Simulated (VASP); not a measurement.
# HfN (NiAs type) (P6_3/mmc) in VASP: further runs, part 2 of 2

VASP 6.6.1.

### Step 3. Single point, PBE

This run uses another cell than the first one, of 11.32 Å³/atom, 1.035 times its volume.

INCAR reads:

```
PREC     = Accurate       # precision mode
ENCUT    = 520            # plane-wave cutoff, eV
EDIFF    = 1E-6           # SCF threshold, eV
ISMEAR   = -1             # smearing method
SIGMA    = 0.08           # smearing width, eV
LREAL    = F              # projectors in reciprocal space
LASPH    = T              # aspherical terms in the spheres
NELM     = 100            # most SCF steps
ALGO     = Normal         # electronic algorithm
ISIF     = 2              # what is computed and relaxed
LWAVE    = F              # write WAVECAR
LCHARG   = F              # write CHGCAR
GGA      = PE             # functional
NBANDS   = 23             # bands
```

KPOINTS reads:

```
regular mesh
0
Gamma
  10 10 6
```

POSCAR reads:

```
HfN
1.0
    3.0661246086      0.0000000000      0.0000000000
   -1.5330623043      2.6553418022      0.0000000000
    0.0000000000      0.0000000000      5.5612177572
Hf N
2 2
Direct
    0.0000000000      0.0000000000      0.0000000000
    0.0000000000      0.0000000000      0.5000000000
    0.3333333333      0.6666666667      0.2500000000
    0.6666666667      0.3333333333      0.7500000000
```

Potentials or basis: VASP PAW PBE potentials, release 64 (Hf_pv, N).

On the command line:

```
$ cat potpaw_PBE.64/Hf_pv/POTCAR potpaw_PBE.64/N/POTCAR > POTCAR
$ mpirun -np 1 vasp_std > vasp.out
```

OUTCAR:

```text
PREC = Accurate
   ENCUT = 520
   EDIFF = 1E-6
   ISMEAR = -1
   LREAL = F
   LASPH = T
   NELM = 100
   ISIF = 2
   GGA = PE

 ion  position               nearest neighbor table
   1  0.000  0.000  0.000-   3 2.25   4 2.25   3 2.25   4 2.25   4 2.25   3 2.25   2 2.78   2 2.78

   2  0.000  0.000  0.500-   3 2.25   4 2.25   3 2.25   4 2.25   4 2.25   3 2.25   1 2.78   1 2.78

   3  0.333  0.667  0.250-   1 2.25   2 2.25   1 2.25   2 2.25   1 2.25   2 2.25
   4  0.667  0.333  0.750-   1 2.25   2 2.25   1 2.25   2 2.25   1 2.25   2 2.25

  LATTYP: Found a hexagonal cell.
 ALAT       =     3.0661246086
 C/A-ratio  =     1.8137611699

  Lattice vectors:

 A1 = (   3.0661246086,   0.0000000000,   0.0000000000)
 A2 = (  -1.5330623043,   2.6553418022,   0.0000000000)
 A3 = (   0.0000000000,   0.0000000000,   5.5612177572)

Analysis of symmetry for initial positions (statically):
=====================================================================
 Subroutine PRICEL returns:
 Original cell was already a primitive cell.

 Routine SETGRP: Setting up the symmetry group for a
 hexagonal supercell.

 Subroutine GETGRP returns: Found 24 space group operations
 (whereof 12 operations were pure point group operations)
 out of a pool of 24 trial point group operations.

The static configuration has the point symmetry D_3d.
 The point group associated with its full space group is D_6h.

Analysis of symmetry for dynamics (positions and initial velocities):
=====================================================================
 Subroutine PRICEL returns:
 Original cell was already a primitive cell.

 Routine SETGRP: Setting up the symmetry group for a
 hexagonal supercell.

 Subroutine GETGRP returns: Found 24 space group operations
 (whereof 12 operations were pure point group operations)
 out of a pool of 24 trial point group operations.

The dynamic configuration has the point symmetry D_3d.
 The point group associated with its full space group is D_6h.

 Subroutine INISYM returns: Found 24 space group operations
 (whereof 12 operations are pure point group operations),
 and found     1 'primitive' translations

----------------------------------------------------------------------------------------

                                     Primitive cell

  volume of cell :      45.2773

  direct lattice vectors                    reciprocal lattice vectors
     3.066124609  0.000000000  0.000000000     0.326144605  0.188299676  0.000000000
    -1.533062304  2.655341802  0.000000000     0.000000000  0.376599351  0.000000000
     0.000000000  0.000000000  5.561217757     0.000000000  0.000000000  0.179816731

  length of vectors
     3.066124609  3.066124609  5.561217757     0.376599351  0.376599351  0.179816731

  position of ions in fractional coordinates (direct lattice)
     0.000000000  0.000000000  0.000000000
     0.000000000  0.000000000  0.500000000
     0.333333333  0.666666667  0.250000000
     0.666666667  0.333333333  0.750000000

  ion indices of the primitive-cell ions
   primitive index   ion index
                 1           1
                 2           2
                 3           3
                 4           4

----------------------------------------------------------------------------------------

 KPOINTS: regular mesh

Automatic generation of k-mesh.
 Grid dimensions read from file:
 generate k-points for:   10   10    6

 Generating k-lattice:

  Cartesian coordinates                     Fractional coordinates (reciprocal lattice)
     0.032614461  0.018829968  0.000000000     0.100000000  0.000000000  0.000000000
     0.000000000  0.037659935  0.000000000     0.000000000  0.100000000  0.000000000
     0.000000000  0.000000000  0.029969455     0.000000000  0.000000000  0.166666667

  Length of vectors
     0.037659935  0.037659935  0.029969455

  Shift w.r.t. Gamma in fractional coordinates (k-lattice)
     0.000000000  0.000000000  0.000000000

 Subroutine IBZKPT returns following result:
 ===========================================

 Found     56 irreducible k-points:

 Following reciprocal coordinates:
            Coordinates               Weight
  0.000000  0.000000  0.000000      1.000000
  0.100000 -0.000000  0.000000      6.000000
  0.200000 -0.000000  0.000000      6.000000
  0.300000 -0.000000  0.000000      6.000000
  0.400000 -0.000000  0.000000      6.000000
  0.500000  0.000000  0.000000      3.000000
[... 16 lines left out ...]
  0.300000  0.100000  0.166667     24.000000
  0.400000  0.100000  0.166667     24.000000
 [... further k-points ...]
   k-points           NKPTS =     56   k-points in BZ     NKDIM =     56   number of bands    NBANDS=     23
   number of dos      NEDOS =    301   number of ions     NIONS =      4
   total plane-waves  NPLWV =  24192
   dimension x,y,z NGX =    24 NGY =   24 NGZ =   42
   dimension x,y,z NGXF=    48 NGYF=   48 NGZF=   84
   ions per type =               2   2
   NGX,Y,Z   is equivalent  to a cutoff of  13.01, 13.01, 12.56 a.u.
   NGXF,Y,Z  is equivalent  to a cutoff of  26.03, 26.03, 25.11 a.u.
 SYSTEM =  unknown system
   PREC   = accura    normal or accurate (medium, high low for compatibility)
   ISTART =      0    job   : 0-new  1-cont  2-samecut
   ICHARG =      2    charge: 1-file 2-atom 10-const
   ISPIN  =      1    spin polarized calculation?
   LNONCOLLINEAR =      F non collinear calculations
   LSORBIT =      F    spin-orbit coupling
   LASPH  =      T    aspherical Exc in radial PAW
   ENCUT  =  520.0 eV  38.22 Ry    6.18 a.u.   5.70  5.70 10.34*2*pi/ulx,y,z
   NELM   =    100;   NELMIN=  2; NELMDL= -5     # of ELM steps
   EDIFF  = 0.1E-05   stopping-criterion for ELM
   LREAL  =      F    real-space projection
   EDIFFG = 0.1E-04   stopping-criterion for IOM
   NSW    =      0    number of steps for IOM
   IBRION =     -1    ionic relax: 0-MD 1-quasi-New 2-CG
   NFREE  =      0    steps in history (QN), initial steepest desc. (CG)
   ISIF   =      2    stress and relaxation
   ISYM   =      2    0-nonsym 1-usesym 2-fastsym
   POTIM  = 0.5000    time-step for ionic-motion
   TEBEG  =    0.0;   TEEND  =   0.0 temperature during run
   PSTRESS=    0.0 pullay stress
   NELECT =      30.0000    total number of electrons
   NUPDOWN=      -1.0000    fix difference up-down
   EMIN   =  10.00;   EMAX   =-10.00  energy-range for DOS
   EFERMI =   0.00;   METHOD = LEGACY
   ISMEAR =    -1;   SIGMA  =   0.08  broadening in eV -4-tet -1-fermi 0-gaus
   EFERMI_NEDOS =   21; number of points for ismear=-14 and -15
   IALGO  =     38    algorithm
   IMIX   =      4    mixing-type and parameters
     AMIX     =   0.40;   BMIX     =  1.00
     AMIX_MAG =   1.60;   BMIX_MAG =  1.00
  volume/ion in A,a.u.               =      11.32        76.39
  Fermi-wavevector in a.u.,A,eV,Ry     =   1.427212  2.697040 27.714177  2.036935
  Thomas-Fermi vector in A             =   2.547406
   LORBIT       =      0    0 simple, 1 ext, 2 COOP (PROOUT), +10 PAW based schemes
   GGA     = PE    functional components
[... 5 lines left out ...]
 non-spin polarized calculation
  energy-cutoff  :      520.00
  volume of cell :       45.28
 maximum number of plane-waves:      1233
 NGX is ok and might be reduce to    24
   NGX = 11   NGY = 11   NGZ = 21

 number of electron      29.9999993 magnetization

 Free energy of the ion-electron system (eV)
  ---------------------------------------------------
  ext. energy  EPLUGINS =         0.00000000
  ---------------------------------------------------
  free energy    TOTEN  =       -41.92178523 eV

  energy without entropy =      -41.88982183  energy(sigma->0) =      -41.90580353

 E-fermi :   8.1303     XC(G=0): -12.7737

 val. band max:        8.0697102192   @ k =   0.4000  -0.0000   0.3333
 cond. band min:       8.1713471517   @ k =   0.2000   0.2000   0.5000
 fundamental gap:      0.1016369325
 Fermi energy:         8.1303487070

 k-point     1 :       0.0000    0.0000    0.0000
  band No.  band energies     occupation
      1     -23.8084      2.00000
      2     -22.6127      2.00000
      3     -22.6127      2.00000
      4     -22.4511      2.00000
      5     -22.4511      2.00000
      6     -22.2008      2.00000
[... 15 lines left out ...]
     22      13.5466      0.00000
     23      14.0309      0.00000
[... 575 lines left out ...]
      1     -23.6085      2.00000
      2     -23.4073      2.00000
      3     -23.3311      2.00000
      4     -22.8941      2.00000
      5     -22.7194      2.00000
      6     -22.1730      2.00000
[... 15 lines left out ...]
     22      15.1910      0.00000
     23      15.2597      0.00000

 [... further k-points ...]
[... 5 lines left out ...]
  --------------------------------------------------------------------------------------
  -------------------------------------------------------------------------------------
  Total        5.6760753      5.6760753      5.3253287      0.0000000      0.0000000     -0.0000000
  in kB      200.8531281    200.8531281    188.4416352      0.0000000      0.0000000     -0.0000000
  external PRESSURE =     196.7159638 kB  Pullay stress =       0.0000000 kB

 VOLUME and BASIS-vectors are now :
 -----------------------------------------------------------------------------
  energy-cutoff  :      520.00
  volume of cell :       45.28
      direct lattice vectors                 reciprocal lattice vectors
     3.066124609  0.000000000  0.000000000     0.326144605  0.188299676  0.000000000
    -1.533062304  2.655341802  0.000000000     0.000000000  0.376599351  0.000000000
     0.000000000  0.000000000  5.561217757     0.000000000  0.000000000  0.179816731

 POSITION                                       TOTAL-FORCE (eV/Angst)
 -----------------------------------------------------------------------------------
      0.00000      0.00000      0.00000         0.000000      0.000000      0.000000
      0.00000      0.00000      2.78061         0.000000      0.000000      0.000000
     -0.00000      1.77023      1.39030        -0.000000     -0.000000     -0.000000
      1.53306      0.88511      4.17091         0.000000      0.000000      0.000000
 -----------------------------------------------------------------------------------
    total drift:                               -0.000000      0.000000      0.000000

  FREE ENERGIE OF THE ION-ELECTRON SYSTEM (eV)
  ---------------------------------------------------
  free  energy   TOTEN  =       -41.9217852314 eV

  energy  without entropy=      -41.8898218330  energy(sigma->0) =      -41.90580353
```

It took 2.2 min on 1 thread of AMD EPYC 7R13, shared host; peak memory 0.17 GiB.

What came out:

```yaml
Free_energy: -41.9218 eV
Pressure: 19.7 GPa
Band_gap_on_the_k_mesh: zero (band 15 reaches 9.03 eV, above the bottom of band 16 at 7.42 eV)
```

Caveat: spin-orbit coupling is left out, which moves the levels of the heavy elements.

### Step 4. Single point, PBE

This run uses another cell than the first one, of 11.32 Å³/atom, 1.035 times its volume.

INCAR reads:

```
SYSTEM = HfN
ALGO = Normal
EDIFF = 1E-6
ENCUT = 520
GGA = PE
ISIF = 2
ISMEAR = -1
LASPH = .True.
LCHARG = .True.
LELF = .True.
LREAL = .False.
LVHAR = .True.
LWAVE = .False.
NBANDS = 23
NELM = 80
PREC = Accurate
SIGMA = 0.08
```

KPOINTS reads:

```
k-points
0
Gamma
  10 10 6
  0 0 0
```

POSCAR is that of step 3.

On the command line:

```
$ cat potpaw_PBE.64/Hf_pv/POTCAR potpaw_PBE.64/N/POTCAR > POTCAR
$ mpirun -np 1 vasp_std > vasp.out
```

Run time: 2.2 min. Hardware: 1 thread of AMD EPYC 7R13, shared host; peak memory 0.17 GiB.

It converged, with:

* Free energy: -41.9218 eV
* Pressure: 19.7 GPa
* Band gap on the k mesh: zero (band 15 reaches 9.03 eV, above the bottom of band 16 at 7.42 eV)

Stress tensor (GPa, compression positive):
```
20.09  0.00  0.00
 0.00 20.09  0.00
 0.00  0.00 18.84
```

Levels at points of the mesh, in eV from the Fermi level:
```tsv
k point	band 13	band 14	band 15	band 16	band 17	band 18
(0.00, 0.00, 0.00)	-2.95	-2.31	-2.31	0.94	0.94	1.01
(0.50, 0.00, 0.00)	-3.85	-2.93	-2.82	0.05	4.28	4.88
(0.00, 0.00, 0.50)	-4.14	-4.14	0.85	0.85	1.96	1.96
(0.50, 0.00, 0.50)	-4.39	-4.39	-0.69	-0.69	4.74	4.74
```

Caveat: spin-orbit coupling is left out, which moves the levels of the heavy elements.
